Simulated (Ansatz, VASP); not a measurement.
PbSe in VASP and in Ansatz

INCAR

```
  PREC = Accurate
  ENCUT = 500
  EDIFF = 1E-6
  ISMEAR = 0
  SIGMA = 0.1
  LREAL = False
  LASPH = True
  NELM = 120
  ALGO = Normal
  ISIF = 2
  LWAVE = False
  LCHARG = False
  GGA = PE
  NBANDS = 17
  GGA_COMPAT = False
```

KPOINTS

```
Automatic mesh
0
Gamma
  12 12 12
```

Contents of POSCAR:

```
PbSe
1.0
    3.6483513105      0.0000000000      0.0000000000
    0.0000000000      3.6483513105      0.0000000000
    0.0000000000      0.0000000000      3.6483513105
Pb Se
1 1
Direct
    0.0000000000      0.0000000000      0.0000000000
    0.5000000000      0.5000000000      0.5000000000
```

Input for Ansatz:

```yaml
crystal:
  lattice:
    - [3.6483513105, 0.0, 0.0]
    - [0.0, 3.6483513105, 0.0]
    - [0.0, 0.0, 3.6483513105]
  atoms:
    - { symbol: Pb, position: [0.0, 0.0, 0.0] }
    - { symbol: Se, position: [0.5, 0.5, 0.5] }
basis:
  ecutwfc: 420
kpoints:
  mp_grid: { grid: [12, 12, 12] }
hamiltonian:
  xc: pbe
scf:
  occupations: { method: gaussian, width: 0.1 }
output:
  forces: true
  stress: true
  eigenvalues: true
  populations: true
```

Alike in both runs: task single point; functional PBE; k mesh 12 × 12 × 12; occupations gaussian, width 0.1 eV; no spin polarisation.

```csv
,VASP,Ansatz
version,VASP 6.6.1,Ansatz 0.2.0
potentials or method,"VASP PAW PBE potentials, release 64 (Pb_d, Se), cutoff 500 eV","scalar-relativistic, plane waves, PAW"
valence electrons in the cell,20,30
```

```csv
,VASP,Ansatz,Ansatz less VASP
gap on the k mesh at the Fermi level (eV),none,none,-
pressure (GPa),6.5,6.5,+0.01
```

A gap of «none» marks a metal or a gap that the smearing closes. VASP's potentials hold 20 valence electrons a cell and Ansatz's 30, so a difference there can come from the potentials and not from the codes.

Spin-orbit coupling is off throughout.
